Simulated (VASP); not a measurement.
# SiGe (Pm-3m) in VASP: single point with rpbe exchange, lda correlation

Aim: the single point of SiGe with rpbe exchange, lda correlation.

All numbers are computed with VASP 6.6.1; they aren't measurements. Logs are shortened: lines on timing, memory, paths and dates and some standing lists are left out, and cuts for length are marked.

## Step 1: The cell of the first run

The structure is cubic, space group Pm-3m (No. 221). Conventional cell: a = 3.077 Å, b = 3.077 Å, c = 3.077 Å, α = 90.00°, β = 90.00°, γ = 90.00°. Within 3.5 Å of Si (site symmetry m-3m) lie 8 Ge at 2.66 Å and 6 Si at 3.08 Å. Ge (site symmetry m-3m) has 8 Si at 2.66 Å and 6 Ge at 3.08 Å within 3.5 Å.

## Step 2: Single point, rpbe exchange, lda correlation

The input, POSCAR:

```
SiGe
1.0
    3.0769320000      0.0000000000      0.0000000000
    0.0000000000      3.0769320000      0.0000000000
    0.0000000000      0.0000000000      3.0769320000
Si Ge
1 1
Direct
    0.5000000000      0.5000000000      0.5000000000
    0.0000000000      0.0000000000      0.0000000000
```

The input, INCAR.step1:

```
PREC = Accurate ; ENCUT = 410
EDIFF = 1E-6 ; ISMEAR = 1
SIGMA = 0.1523 ; LREAL = False
LASPH = True ; NELM = 120
ALGO = Normal ; ISIF = 2
LWAVE = False ; LCHARG = True
GGA = LIBXC ; LIBXC1 = GGA_X_RPBE
LIBXC2 = LDA_C_PW ; NBANDS = 16
GGA_COMPAT = False ; NEDOS = 2001
LORBIT = 11
```

The input, KPOINTS.step1:

```
Automatic mesh
0
Gamma
  11 11 11
```

The input, INCAR.step2:

```
PREC = Accurate ; ENCUT = 410
EDIFF = 1E-6 ; ISMEAR = -5
SIGMA = 0.1523 ; LREAL = False
LASPH = True ; NELM = 120
ALGO = Normal ; ISIF = 2
LWAVE = False ; LCHARG = False
GGA = LIBXC ; LIBXC1 = GGA_X_RPBE
LIBXC2 = LDA_C_PW ; LORBIT = 11
NBANDS = 16 ; NEDOS = 2001
ICHARG = 11 ; GGA_COMPAT = False
```

The input, KPOINTS.step2:

```
Automatic mesh
0
Gamma
  17 17 17
```

Potentials or basis: VASP PAW PBE potentials, release 64 (Si, Ge_d).

Run with:

```sh
$ cat potpaw_PBE.64/Si/POTCAR potpaw_PBE.64/Ge_d/POTCAR > POTCAR
$ cp INCAR.step1 INCAR
$ cp KPOINTS.step1 KPOINTS
$ mpirun -np 1 vasp_std > vasp.out
$ cp INCAR.step2 INCAR
$ cp KPOINTS.step2 KPOINTS
$ mpirun -np 1 vasp_std > vasp.out
```

OUTCAR:

```text
PREC = Accurate
   ENCUT = 410
   EDIFF = 1E-6
   ISMEAR = -5
   LREAL = False
   LASPH = True
   NELM = 120
   ISIF = 2
   GGA = LIBXC
   LORBIT = 11
   ICHARG = 11

 ion  position               nearest neighbor table
   1  0.500  0.500  0.500-   2 2.66   2 2.66   2 2.66   2 2.66   2 2.66   2 2.66   2 2.66   2 2.66

   2  0.000  0.000  0.000-   1 2.66   1 2.66   1 2.66   1 2.66   1 2.66   1 2.66   1 2.66   1 2.66

  LATTYP: Found a simple cubic cell.
 ALAT       =     3.0769320000

  Lattice vectors:

 A1 = (   3.0769320000,   0.0000000000,   0.0000000000)
 A2 = (   0.0000000000,   3.0769320000,   0.0000000000)
 A3 = (   0.0000000000,   0.0000000000,   3.0769320000)

Analysis of symmetry for initial positions (statically):
=====================================================================
 Subroutine PRICEL returns:
 Original cell was already a primitive cell.

 Routine SETGRP: Setting up the symmetry group for a
 simple cubic supercell.

 Subroutine GETGRP returns: Found 48 space group operations
 (whereof 48 operations were pure point group operations)
 out of a pool of 48 trial point group operations.

The static configuration has the point symmetry O_h .

Analysis of symmetry for dynamics (positions and initial velocities):
=====================================================================
 Subroutine PRICEL returns:
 Original cell was already a primitive cell.

 Routine SETGRP: Setting up the symmetry group for a
 simple cubic supercell.

 Subroutine GETGRP returns: Found 48 space group operations
 (whereof 48 operations were pure point group operations)
 out of a pool of 48 trial point group operations.

The dynamic configuration has the point symmetry O_h .

 Subroutine INISYM returns: Found 48 space group operations
 (whereof 48 operations are pure point group operations),
 and found     1 'primitive' translations

----------------------------------------------------------------------------------------

                                     Primitive cell

  volume of cell :      29.1309

  direct lattice vectors                    reciprocal lattice vectors
     3.076932000  0.000000000  0.000000000     0.324999058  0.000000000  0.000000000
     0.000000000  3.076932000  0.000000000     0.000000000  0.324999058  0.000000000
     0.000000000  0.000000000  3.076932000     0.000000000  0.000000000  0.324999058

  length of vectors
     3.076932000  3.076932000  3.076932000     0.324999058  0.324999058  0.324999058

  position of ions in fractional coordinates (direct lattice)
     0.500000000  0.500000000  0.500000000
     0.000000000  0.000000000  0.000000000

  ion indices of the primitive-cell ions
   primitive index   ion index
                 1           1
                 2           2

----------------------------------------------------------------------------------------

 KPOINTS: Automatic mesh

Automatic generation of k-mesh.
 Grid dimensions read from file:
 generate k-points for:   17   17   17

 Generating k-lattice:

  Cartesian coordinates                     Fractional coordinates (reciprocal lattice)
     0.019117592  0.000000000  0.000000000     0.058823529  0.000000000  0.000000000
     0.000000000  0.019117592  0.000000000     0.000000000  0.058823529  0.000000000
     0.000000000  0.000000000  0.019117592     0.000000000  0.000000000  0.058823529

  Length of vectors
     0.019117592  0.019117592  0.019117592

  Shift w.r.t. Gamma in fractional coordinates (k-lattice)
     0.000000000  0.000000000  0.000000000

 TETIRR: Found   2433 inequivalent tetrahedra from    29478

 Subroutine IBZKPT returns following result:
 ===========================================

 Found    165 irreducible k-points:

 Following reciprocal coordinates:
            Coordinates               Weight
  0.000000  0.000000  0.000000      1.000000
  0.058824  0.000000  0.000000      6.000000
  0.117647  0.000000  0.000000      6.000000
  0.176471  0.000000  0.000000      6.000000
  0.235294  0.000000  0.000000      6.000000
  0.294118  0.000000  0.000000      6.000000
[... 16 lines left out ...]
  0.411765  0.117647  0.000000     24.000000
  0.470588  0.117647  0.000000     24.000000
 [... further k-points ...]
   k-points           NKPTS =    165   k-points in BZ     NKDIM =    165   number of bands    NBANDS=     16
   number of dos      NEDOS =   2001   number of ions     NIONS =      2
   total plane-waves  NPLWV =   8000
   dimension x,y,z NGX =    20 NGY =   20 NGZ =   20
   dimension x,y,z NGXF=    40 NGYF=   40 NGZF=   40
   ions per type =               1   1
   NGX,Y,Z   is equivalent  to a cutoff of  10.81, 10.81, 10.81 a.u.
   NGXF,Y,Z  is equivalent  to a cutoff of  21.61, 21.61, 21.61 a.u.
 SYSTEM =  unknown system
   PREC   = accura    normal or accurate (medium, high low for compatibility)
   ISTART =      0    job   : 0-new  1-cont  2-samecut
   ICHARG =     11    charge: 1-file 2-atom 10-const
   ISPIN  =      1    spin polarized calculation?
   LNONCOLLINEAR =      F non collinear calculations
   LSORBIT =      F    spin-orbit coupling
   LASPH  =      T    aspherical Exc in radial PAW
   ENCUT  =  410.0 eV  30.13 Ry    5.49 a.u.   5.08  5.08  5.08*2*pi/ulx,y,z
   NELM   =    120;   NELMIN=  2; NELMDL=  0     # of ELM steps
   EDIFF  = 0.1E-05   stopping-criterion for ELM
   LREAL  =      F    real-space projection
   EDIFFG = 0.1E-04   stopping-criterion for IOM
   NSW    =      0    number of steps for IOM
   IBRION =     -1    ionic relax: 0-MD 1-quasi-New 2-CG
   NFREE  =      0    steps in history (QN), initial steepest desc. (CG)
   ISIF   =      2    stress and relaxation
   ISYM   =      2    0-nonsym 1-usesym 2-fastsym
   POTIM  = 0.5000    time-step for ionic-motion
   TEBEG  =    0.0;   TEEND  =   0.0 temperature during run
   PSTRESS=    0.0 pullay stress
   NELECT =      18.0000    total number of electrons
   NUPDOWN=      -1.0000    fix difference up-down
   EMIN   =  10.00;   EMAX   =-10.00  energy-range for DOS
   EFERMI =   0.00;   METHOD = LEGACY
   ISMEAR =    -5;   SIGMA  =   0.15  broadening in eV -4-tet -1-fermi 0-gaus
   EFERMI_NEDOS =   21; number of points for ismear=-14 and -15
   IALGO  =     38    algorithm
   IMIX   =      4    mixing-type and parameters
     AMIX     =   0.40;   BMIX     =  1.00
     AMIX_MAG =   1.60;   BMIX_MAG =  1.00
  volume/ion in A,a.u.               =      14.57        98.29
  Fermi-wavevector in a.u.,A,eV,Ry     =   1.394380  2.634996 26.453742  1.944295
  Thomas-Fermi vector in A             =   2.517935
   LORBIT       =     11    0 simple, 1 ext, 2 COOP (PROOUT), +10 PAW based schemes
   GGA     = LIBXC    functional components
   LHFCALC =     F    Hartree Fock is set to
   AEXX    =    0.0000 exact exchange contribution
   IVDW    =     0    specifies the selected vdW correction
   LEPSILON=     F    determine dielectric tensor
   LRPA    =     F    only Hartree local field effects (RPA)
 non-spin polarized calculation
 Fermi weights with tetrahedron method with Bloechl corrections
  energy-cutoff  :      410.00
  volume of cell :       29.13
 maximum number of plane-waves:       561

 number of electron      17.9999980 magnetization

 Free energy of the ion-electron system (eV)
  ---------------------------------------------------
  ext. energy  EPLUGINS =         0.00000000
  ---------------------------------------------------
  free energy    TOTEN  =        -5.12290155 eV

  energy without entropy =       -5.12290155  energy(sigma->0) =       -5.12290155

 E-fermi :  10.0577     XC(G=0): -11.6856

 val. band max:       10.2534551854   @ k =   0.2353   0.0000   0.0000
 cond. band min:       9.8988930460   @ k =   0.4706   0.2353   0.2353
 fundamental gap:     -0.3545621394
 Fermi energy:        10.0576910234

 k-point     1 :       0.0000    0.0000    0.0000
  band No.  band energies     occupation
      1     -15.0728      2.00000
      2     -15.0728      2.00000
      3     -15.0058      2.00000
      4     -15.0058      2.00000
      5     -15.0058      2.00000
      6      -4.8384      2.00000
[... 8 lines left out ...]
     15      21.7110      0.00000
     16      24.1801      0.00000

 k-point     2 :       0.0588    0.0000    0.0000
  band No.  band energies     occupation
      1     -15.0727      2.00000
      2     -15.0707      2.00000
      3     -15.0069      2.00000
      4     -15.0069      2.00000
      5     -15.0057      2.00000
      6      -4.7842      2.00000
[... 8 lines left out ...]
     15      21.4581      0.00000
     16      24.2246      0.00000

 k-point     3 :       0.1176    0.0000    0.0000
  band No.  band energies     occupation
      1     -15.0724      2.00000
      2     -15.0641      2.00000
      3     -15.0093      2.00000
      4     -15.0093      2.00000
      5     -15.0057      2.00000
      6      -4.6214      2.00000
[... 8 lines left out ...]
     15      20.7979      0.00000
     16      24.3329      0.00000

 k-point     4 :       0.1765    0.0000    0.0000
  band No.  band energies     occupation
      1     -15.0715      2.00000
      2     -15.0542      2.00000
      3     -15.0130      2.00000
      4     -15.0130      2.00000
      5     -15.0053      2.00000
      6      -4.3502      2.00000
[... 8 lines left out ...]
     15      19.9132      0.00000
     16      23.9562      0.00000
[... 324 lines left out ...]
 k-point    22 :       0.3529    0.1176    0.0000
  band No.  band energies     occupation
      1     -15.0625      2.00000
      2     -15.0314      2.00000
      3     -15.0260      2.00000
      4     -15.0148      2.00000
      5     -15.0068      2.00000
      6      -2.6739      2.00000
[... 8 lines left out ...]
     15      21.5715      0.00000
     16      23.3031      0.00000

 k-point    23 :       0.4118    0.1176    0.0000
  band No.  band energies     occupation
      1     -15.0618      2.00000
      2     -15.0349      2.00000
      3     -15.0292      2.00000
      4     -15.0065      2.00000
      5     -15.0064      2.00000
      6      -1.9806      2.00000
[... 8 lines left out ...]
     15      20.6961      0.00000
     16      23.8289      0.00000

 k-point    24 :       0.4706    0.1176    0.0000
  band No.  band energies     occupation
      1     -15.0615      2.00000
      2     -15.0367      2.00000
      3     -15.0309      2.00000
      4     -15.0063      2.00000
      5     -15.0020      2.00000
      6      -1.2244      2.00000
[... 8 lines left out ...]
     15      20.0792      0.00000
     16      24.2574      0.00000

 [... further k-points ...]

------------------------ aborting loop because EDIFF is reached ----------------------------------------

  FORCE on cell =-STRESS in cart. coord.  units (eV):
  Direction    XX          YY          ZZ          XY          YZ          ZX
  --------------------------------------------------------------------------------------
  -------------------------------------------------------------------------------------
  Total        5.3327023      5.3327023      5.3327023     -0.0000000      0.0000000     -0.0000000
  in kB      293.2947062    293.2947062    293.2947062     -0.0000000      0.0000000     -0.0000000
  external PRESSURE =     293.2947062 kB  Pullay stress =       0.0000000 kB

 VOLUME and BASIS-vectors are now :
 -----------------------------------------------------------------------------
  energy-cutoff  :      410.00
  volume of cell :       29.13
      direct lattice vectors                 reciprocal lattice vectors
     3.076932000  0.000000000  0.000000000     0.324999058  0.000000000  0.000000000
     0.000000000  3.076932000  0.000000000     0.000000000  0.324999058  0.000000000
     0.000000000  0.000000000  3.076932000     0.000000000  0.000000000  0.324999058

 POSITION                                       TOTAL-FORCE (eV/Angst)
 -----------------------------------------------------------------------------------
      1.53847      1.53847      1.53847         0.000000      0.000000      0.000000
      0.00000      0.00000      0.00000         0.000000      0.000000      0.000000
 -----------------------------------------------------------------------------------
    total drift:                                0.000000      0.000000      0.000000

  FREE ENERGIE OF THE ION-ELECTRON SYSTEM (eV)
  ---------------------------------------------------
  free  energy   TOTEN  =        -5.1229015470 eV

  energy  without entropy=       -5.1229015470  energy(sigma->0) =       -5.12290155

 total charge

# of ion       s       p       d       tot
------------------------------------------
    1        0.874   0.750   0.000   1.623
    2        1.242   1.090  10.091  12.423
--------------------------------------------------
tot          2.115   1.840  10.091  14.046
```

Wall time 64 s (1 thread of Intel Xeon 8259CL, shared host); peak memory 0.17 GiB.

What came out:

```
Valence electrons inside the program's atomic spheres : Si 1.62; Ge 12.42
```

Caveat: the PAW data sets were made with another functional, which shifts forces and pressure a little; tetrahedron occupations give inexact forces and stress in metals.
